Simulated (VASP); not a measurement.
# HW5O in VASP: single point with PBEsol

Aim: the single point of HW5O with PBEsol.

All numbers are computed with VASP 6.6.1; they aren't measurements. Logs are shortened: lines on timing, memory, paths and dates and some standing lists are left out, and cuts for length are marked.

### 1 The cell of the first run

The cell holds a slab with vacuum, 7 atoms: a = 3.154 Å, b = 3.154 Å, c = 26.189 Å, α = 90.00°, β = 90.00°, γ = 90.00°.

### 2 Single point, PBEsol

Input file INCAR:

```
SYSTEM = HW5O
PREC = Accurate
ENCUT = 520
EDIFF = 1E-6
ISMEAR = 0
SIGMA = 0.1
LREAL = .FALSE.
LASPH = .TRUE.
NELM = 80
ALGO = Normal
ISIF = 2
LWAVE = .FALSE.
LCHARG = .FALSE.
LDIPOL = .TRUE.
IDIPOL = 3
DIPOL = 0.5 0.5 0.497
GGA = PS
NBANDS = 48
```

Input file KPOINTS:

```
Automatic mesh
0
G
  9 9 1
  0 0 0
```

Input file POSCAR:

```
HW5O
1.0
    3.1543602768      0.0000000000      0.0000000000
    0.0000000000      3.1543602768      0.0000000000
    0.0000000000      0.0000000000     26.1887205537
W O H
5 1 1
Direct
    0.5000000000      0.5000000000      0.3245672114
    0.0000000000      0.0000000000      0.3847908537
    0.4993221514      0.4999959561      0.4440456369
   -0.0002846038     -0.0000100363      0.5047097996
    0.4975659552      0.4999906568      0.5628087935
   -0.5036922222      0.0000124995      0.6192798788
   -0.7827215895      0.0000068436      0.6360018709
```

Potentials or basis: VASP PAW PBE potentials, release 64 (W_sv, O, H).

On the command line:

```bash
$ cat potpaw_PBE.64/W_sv/POTCAR potpaw_PBE.64/O/POTCAR potpaw_PBE.64/H/POTCAR > POTCAR
$ mpirun -np 1 vasp_std > vasp.out
```

OUTCAR:

```text
SYSTEM = HW5O
   PREC = Accurate
   ENCUT = 520
   EDIFF = 1E-6
   ISMEAR = 0
   LREAL = .FALSE.
   LASPH = .TRUE.
   NELM = 80
   ISIF = 2
   GGA = PS

 ion  position               nearest neighbor table
   1  0.500  0.500  0.325-   2 2.73   2 2.73   2 2.73   2 2.73   3 3.13
   2  0.000  0.000  0.385-   3 2.72   3 2.72   3 2.72   3 2.72   1 2.73   1 2.73   1 2.73   1 2.73
                             4 3.14
   3  0.499  0.500  0.444-   2 2.72   2 2.72   2 2.72   2 2.72   4 2.74   4 2.74   4 2.74   4 2.74
                             5 3.11   1 3.13
   4  1.000  1.000  0.505-   5 2.70   5 2.70   5 2.70   5 2.70   3 2.74   3 2.74   3 2.74   3 2.74
                             2 3.14
   5  0.498  0.500  0.563-   6 2.16   6 2.16   4 2.70   4 2.70   4 2.70   4 2.70   3 3.11
   6  0.496  0.000  0.619-   7 0.98   5 2.16   5 2.16
   7  0.217  0.000  0.636-   6 0.98

  LATTYP: Found a simple tetragonal cell.
 ALAT       =     3.1543602768
 C/A-ratio  =     8.3023872531

  Lattice vectors:

 A1 = (   3.1543602768,   0.0000000000,   0.0000000000)
 A2 = (   0.0000000000,   3.1543602768,   0.0000000000)
 A3 = (   0.0000000000,   0.0000000000,  26.1887205537)

Analysis of symmetry for initial positions (statically):
=====================================================================
 Subroutine PRICEL returns:
 Original cell was already a primitive cell.

 Routine SETGRP: Setting up the symmetry group for a
 simple tetragonal supercell.

 Subroutine GETGRP returns: Found  1 space group operations
 (whereof  1 operations were pure point group operations)
 out of a pool of 16 trial point group operations.

The static configuration has the point symmetry C_1 .

Analysis of symmetry for dynamics (positions and initial velocities):
=====================================================================
 Subroutine PRICEL returns:
 Original cell was already a primitive cell.

 Routine SETGRP: Setting up the symmetry group for a
 simple tetragonal supercell.

 Subroutine GETGRP returns: Found  1 space group operations
 (whereof  1 operations were pure point group operations)
 out of a pool of 16 trial point group operations.

The dynamic configuration has the point symmetry C_1 .

 Subroutine INISYM returns: Found  1 space group operations
 (whereof  1 operations are pure point group operations),
 and found     1 'primitive' translations

----------------------------------------------------------------------------------------

                                     Primitive cell

  volume of cell :     260.5775

  direct lattice vectors                    reciprocal lattice vectors
     3.154360277  0.000000000  0.000000000     0.317021492  0.000000000  0.000000000
     0.000000000  3.154360277  0.000000000     0.000000000  0.317021492  0.000000000
     0.000000000  0.000000000 26.188720554     0.000000000  0.000000000  0.038184378

  length of vectors
     3.154360277  3.154360277 26.188720554     0.317021492  0.317021492  0.038184378

  position of ions in fractional coordinates (direct lattice)
     0.500000000  0.500000000  0.324567211
     0.000000000  0.000000000  0.384790854
     0.499322151  0.499995956  0.444045637
     0.999715396  0.999989964  0.504709800
     0.497565955  0.499990657  0.562808793
     0.496307778  0.000012500  0.619279879
     0.217278411  0.000006844  0.636001871

  ion indices of the primitive-cell ions
   primitive index   ion index
                 1           1
                 2           2
                 3           3
                 4           4
                 5           5
                 6           6
                 7           7

----------------------------------------------------------------------------------------

 KPOINTS: Automatic mesh

Automatic generation of k-mesh.
 Grid dimensions read from file:
 generate k-points for:    9    9    1

 Generating k-lattice:

  Cartesian coordinates                     Fractional coordinates (reciprocal lattice)
     0.035224610  0.000000000  0.000000000     0.111111111  0.000000000  0.000000000
     0.000000000  0.035224610  0.000000000     0.000000000  0.111111111  0.000000000
     0.000000000  0.000000000  0.038184378     0.000000000  0.000000000  1.000000000

  Length of vectors
     0.035224610  0.035224610  0.038184378

  Shift w.r.t. Gamma in fractional coordinates (k-lattice)
     0.000000000  0.000000000  0.000000000

 Subroutine IBZKPT returns following result:
 ===========================================

 Found     41 irreducible k-points:

 Following reciprocal coordinates:
            Coordinates               Weight
  0.000000  0.000000  0.000000      1.000000
  0.111111  0.000000  0.000000      2.000000
  0.000000  0.111111  0.000000      2.000000
  0.222222  0.000000  0.000000      2.000000
  0.000000  0.222222  0.000000      2.000000
  0.333333  0.000000  0.000000      2.000000
[... 16 lines left out ...]
  0.111111  0.444444  0.000000      2.000000
  0.222222  0.222222  0.000000      2.000000
 [... further k-points ...]
   k-points           NKPTS =     41   k-points in BZ     NKDIM =     41   number of bands    NBANDS=     48
   number of dos      NEDOS =    301   number of ions     NIONS =      7
   total plane-waves  NPLWV = 112896
   dimension x,y,z NGX =    24 NGY =   24 NGZ =  196
   dimension x,y,z NGXF=    48 NGYF=   48 NGZF=  392
   ions per type =               5   1   1
   NGX,Y,Z   is equivalent  to a cutoff of  12.65, 12.65, 12.44 a.u.
   NGXF,Y,Z  is equivalent  to a cutoff of  25.30, 25.30, 24.88 a.u.
 SYSTEM =  HW5O
   PREC   = accura    normal or accurate (medium, high low for compatibility)
   ISTART =      0    job   : 0-new  1-cont  2-samecut
   ICHARG =      2    charge: 1-file 2-atom 10-const
   ISPIN  =      1    spin polarized calculation?
   LNONCOLLINEAR =      F non collinear calculations
   LSORBIT =      F    spin-orbit coupling
   LASPH  =      T    aspherical Exc in radial PAW
   ENCUT  =  520.0 eV  38.22 Ry    6.18 a.u.   5.87  5.87 48.69*2*pi/ulx,y,z
   NELM   =     80;   NELMIN=  2; NELMDL= -5     # of ELM steps
   EDIFF  = 0.1E-05   stopping-criterion for ELM
   LREAL  =      F    real-space projection
   EDIFFG = 0.1E-04   stopping-criterion for IOM
   NSW    =      0    number of steps for IOM
   IBRION =     -1    ionic relax: 0-MD 1-quasi-New 2-CG
   NFREE  =      0    steps in history (QN), initial steepest desc. (CG)
   ISIF   =      2    stress and relaxation
   ISYM   =      2    0-nonsym 1-usesym 2-fastsym
   POTIM  = 0.5000    time-step for ionic-motion
   TEBEG  =    0.0;   TEEND  =   0.0 temperature during run
   PSTRESS=    0.0 pullay stress
   NELECT =      77.0000    total number of electrons
   NUPDOWN=      -1.0000    fix difference up-down
   EMIN   =  10.00;   EMAX   =-10.00  energy-range for DOS
   EFERMI =   0.00;   METHOD = LEGACY
   ISMEAR =     0;   SIGMA  =   0.10  broadening in eV -4-tet -1-fermi 0-gaus
   EFERMI_NEDOS =   21; number of points for ismear=-14 and -15
   IALGO  =     38    algorithm
   IMIX   =      4    mixing-type and parameters
     AMIX     =   0.40;   BMIX     =  1.00
     AMIX_MAG =   1.60;   BMIX_MAG =  1.00
  volume/ion in A,a.u.               =      37.23       251.21
  Fermi-wavevector in a.u.,A,eV,Ry     =   1.090417  2.060590 16.177465  1.189010
  Thomas-Fermi vector in A             =   2.226641
   LORBIT       =      0    0 simple, 1 ext, 2 COOP (PROOUT), +10 PAW based schemes
   GGA     = PS    functional components
   LHFCALC =     F    Hartree Fock is set to
   AEXX    =    0.0000 exact exchange contribution
   IVDW    =     0    specifies the selected vdW correction
   LEPSILON=     F    determine dielectric tensor
   LRPA    =     F    only Hartree local field effects (RPA)
 non-spin polarized calculation
 Gauss-broadening in eV      SIGMA  =   0.10
  energy-cutoff  :      520.00
  volume of cell :      260.58
 maximum number of plane-waves:      7090
   NGX = 11   NGY = 11   NGZ = 97

 dipolmoment           0.000000      0.000000      0.021818 electrons x Angstroem

 number of electron      77.0000001 magnetization

 dipolmoment           0.000000      0.000000     -0.048488 electrons x Angstroem

 Free energy of the ion-electron system (eV)
  ---------------------------------------------------
  ext. energy  EPLUGINS =         0.00000000
  ---------------------------------------------------
  free energy    TOTEN  =       -76.29652686 eV

  energy without entropy =      -76.26465200  energy(sigma->0) =      -76.28058943

 E-fermi :   1.0577     XC(G=0):  -5.4283

 val. band max:        1.0555044633   @ k =  -0.1111   0.2222   0.0000
 cond. band min:       1.0600454855   @ k =  -0.3333   0.1111   0.0000
 fundamental gap:      0.0045410222
 Fermi energy:         1.0577020712

 k-point     1 :       0.0000    0.0000    0.0000
  band No.  band energies     occupation
      1     -73.1502      2.00000
      2     -72.9405      2.00000
      3     -72.8967      2.00000
      4     -72.6881      2.00000
      5     -72.5619      2.00000
      6     -37.5620      2.00000
[... 40 lines left out ...]
     47       3.3500      0.00000
     48       3.8601      0.00000

 k-point     2 :       0.1111    0.0000    0.0000
  band No.  band energies     occupation
      1     -73.1481      2.00000
      2     -72.9353      2.00000
      3     -72.8952      2.00000
      4     -72.6905      2.00000
      5     -72.5631      2.00000
      6     -37.5834      2.00000
[... 40 lines left out ...]
     47       3.6886      0.00000
     48       3.7752      0.00000

 k-point     3 :       0.0000    0.1111    0.0000
  band No.  band energies     occupation
      1     -73.1480      2.00000
      2     -72.9353      2.00000
      3     -72.8952      2.00000
      4     -72.6905      2.00000
      5     -72.5631      2.00000
      6     -37.5882      2.00000
[... 40 lines left out ...]
     47       3.7378      0.00000
     48       3.7470      0.00000

 k-point     4 :       0.2222    0.0000    0.0000
  band No.  band energies     occupation
      1     -73.1429      2.00000
      2     -72.9213      2.00000
      3     -72.8913      2.00000
      4     -72.6972      2.00000
      5     -72.5662      2.00000
      6     -37.6436      2.00000
[... 958 lines left out ...]
     47       4.4164      0.00000
     48       4.5298      0.00000

 k-point    23 :       0.1111    0.4444    0.0000
  band No.  band energies     occupation
      1     -73.1312      2.00000
      2     -72.8897      2.00000
      3     -72.8828      2.00000
      4     -72.7129      2.00000
      5     -72.5709      2.00000
      6     -37.7613      2.00000
[... 40 lines left out ...]
     47       4.0595      0.00000
     48       4.1856      0.00000

 k-point    24 :       0.2222    0.2222    0.0000
  band No.  band energies     occupation
      1     -73.1367      2.00000
      2     -72.9073      2.00000
      3     -72.8865      2.00000
      4     -72.7021      2.00000
      5     -72.5671      2.00000
      6     -37.6278      2.00000
[... 40 lines left out ...]
     47       3.8538      0.00000
     48       4.0290      0.00000

 [... further k-points ...]

------------------------ aborting loop because EDIFF is reached ----------------------------------------

 vacuum level on the upper side and lower side of the slab       (xc-potential included)        -0.583         0.326

  FORCE on cell =-STRESS in cart. coord.  units (eV):
  Direction    XX          YY          ZZ          XY          YZ          ZX
  --------------------------------------------------------------------------------------
  -------------------------------------------------------------------------------------
  Total       -5.6634006     -9.7261835     -2.3058258      0.0000166     -0.0002427     -0.0497840
  in kB      -34.8217823    -59.8020634    -14.1775176      0.0001018     -0.0014924     -0.3061000
  external PRESSURE =     -36.2671211 kB  Pullay stress =       0.0000000 kB

 VOLUME and BASIS-vectors are now :
 -----------------------------------------------------------------------------
  energy-cutoff  :      520.00
  volume of cell :      260.58
      direct lattice vectors                 reciprocal lattice vectors
     3.154360277  0.000000000  0.000000000     0.317021492  0.000000000  0.000000000
     0.000000000  3.154360277  0.000000000     0.000000000  0.317021492  0.000000000
     0.000000000  0.000000000 26.188720554     0.000000000  0.000000000  0.038184378

 POSITION                                       TOTAL-FORCE (eV/Angst)
 -----------------------------------------------------------------------------------
      1.57718      1.57718      8.50000        -0.005177     -0.000012      1.642201
      0.00000      0.00000     10.07718         0.002425     -0.000071     -1.687950
      1.57504      1.57717     11.62899         0.000260     -0.000042      0.001324
      3.15346      3.15433     13.21770         0.000727      0.000233     -0.016351
      1.56950      1.57715     14.73924         0.020244      0.000179     -0.017854
      1.56553      0.00004     16.21815         0.076493     -0.000292      0.014769
      0.68537      0.00002     16.65608        -0.094973      0.000005      0.063860
 -----------------------------------------------------------------------------------
    total drift:                               -0.000328      0.000002     -0.000485

  FREE ENERGIE OF THE ION-ELECTRON SYSTEM (eV)
  ---------------------------------------------------
  free  energy   TOTEN  =       -76.2965268617 eV

  energy  without entropy=      -76.2646519955  energy(sigma->0) =      -76.28058943

 vacuum level on the upper side and lower side of the slab         4.516         5.431
```

It took 12 min on 1 thread of Intel Xeon 6975P-C (Granite Rapids), shared host; peak memory 0.57 GiB.

Results:

```
Free energy            : -76.2965 eV
Largest force          : 1.688 eV/Å
Band gap on the k mesh : zero (an odd number of electrons rules out a gap without spin polarisation)
```

Forces on the atoms (eV/Å):
```
W   -0.005  0.000  1.642
W    0.002  0.000 -1.688
W    0.000  0.000  0.001
W    0.001  0.000 -0.016
W    0.020  0.000 -0.018
O    0.076  0.000  0.015
H   -0.095  0.000  0.064
```

Caveat: the PAW data sets were made with another functional, which shifts forces and pressure a little; spin-orbit coupling is left out, which moves the levels of the heavy elements; an odd number of electrons without spin polarisation forces a metal; a magnetic or distorted state may lie lower.
